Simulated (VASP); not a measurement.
Input of a VASP 6.6.1 run:

INCAR

```
ALGO = Normal
EDIFF = 1E-6
ENCUT = 520
GGA = PE
ISIF = 2
ISMEAR = -1
LASPH = True
LCHARG = False
LREAL = False
LWAVE = False
NBANDS = 12
NELM = 80
PREC = Accurate
SIGMA = 0.03
```

File KPOINTS:

```
k-points
0
Gamma
  10 10 10
```

POSCAR

```
LiF
1.0
   -0.0604200000      1.9837900000      1.9837900000
    1.9837900000     -0.0604200000      1.9837900000
    1.9837900000      1.9837900000     -0.0604200000
Li F
1 1
Direct
    0.0000000000      0.0000000000      0.0000000000
    0.5000000000      0.5000000000      0.5000000000
```

Potentials or basis: VASP PAW PBE potentials, release 64 (Li_sv, F).

Launch:

```sh
$ cat potpaw_PBE.64/Li_sv/POTCAR potpaw_PBE.64/F/POTCAR > POTCAR
$ mpirun -np 1 vasp_std > vasp.out
```

**Question.** Estimate the band gap on the k mesh.

**Answer.** 8.93 eV, direct.

Caveat: the cell differs from its parent crystal (equal xy, yz and zx shear strains of -3 %). A k mesh can miss the band edges.
